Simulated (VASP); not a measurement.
A run of VASP 6.6.1 is set up as follows.

Contents of INCAR:

```
SYSTEM = Sc
ALGO = Fast
EDIFF = 1E-6
ENCUT = 520
GGA = PS
ISIF = 2
ISMEAR = 0
LASPH = .True.
LCHARG = .True.
LELF = .True.
LREAL = .False.
LVHAR = .True.
LWAVE = .False.
NBANDS = 18
NELM = 100
PREC = Accurate
SIGMA = 0.15
```

File KPOINTS:

```
k-points
0
Gamma
  18 18 10
  0 0 0
```

The input POSCAR:

```
Sc
1.0
    3.2554208553      0.0000000000      0.0000000000
   -1.6277104276      2.8192771608      0.0000000000
    0.0000000000      0.0000000000      5.4421682672
Sc
2
Direct
    0.3333333333      0.6666666667      0.2500000000
    0.6666666667      0.3333333333      0.7500000000
```

Potentials or basis: VASP PAW PBE potentials, release 64 (Sc_sv).

Run with:

```bash
$ cat potpaw_PBE.64/Sc_sv/POTCAR > POTCAR
$ mpirun -np 1 vasp_std > vasp.out
```

(1) What does it give for the band gap on the k mesh?

(2) Estimate the pressure.

Answers

(1) zero (bands 11 and 12 overlap by 1.10 eV).

(2) -2.6 GPa.

Caveat: the PAW data sets were made with another functional, which shifts forces and pressure a little.
